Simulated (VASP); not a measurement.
Mo3N4, 7 atoms in the cell. The structure is cubic, space group Pm-3m (No. 221). The conventional cell has a = 4.097 Å, b = 4.097 Å, c = 4.097 Å, α = 90.00°, β = 90.00°, γ = 90.00°. N (site symmetry m-3m) has 6 Mo at 2.05 Å within 2.7 Å. N (site symmetry 4/mmm) has 4 Mo at 2.05 Å within 2.7 Å. Mo (site symmetry 4/mmm) has 6 N at 2.05 Å within 2.7 Å. 

| Quantity | Value |
| --- | --- |
| Program | VASP 6.6.1 |
| Task | single point |
| Functional | PBE |
| Potentials or basis | VASP PAW PBE potentials, release 64 (N, Mo_sv) |
| Cutoff | 520 eV |
| k mesh | 8 × 8 × 8 |
| Occupations | fermi-dirac, width 0.1 eV |
| Spin | no spin polarisation |
| Dipole correction | no |
| Further INCAR settings | ALGO = Normal; EDIFF = 1e-06; NBANDS = 40 |

Potentials or basis: VASP PAW PBE potentials, release 64 (N, Mo_sv).

Command:

```sh
$ cat potpaw_PBE.64/N/POTCAR potpaw_PBE.64/Mo_sv/POTCAR > POTCAR
$ mpirun -np 1 vasp_std > vasp.out
```

Hardware: 1 thread of AMD EPYC 7R43 64-Core Processor (Zen 3), with other jobs on the host.

Problem. How long does it take, and how much memory?

Solution. Wall time 98 s on 1 thread of AMD EPYC 7R43 64-Core Processor (Zen 3), on a shared host, peak memory 0.17 GiB. Counts: scf iterations 15, k points 35.
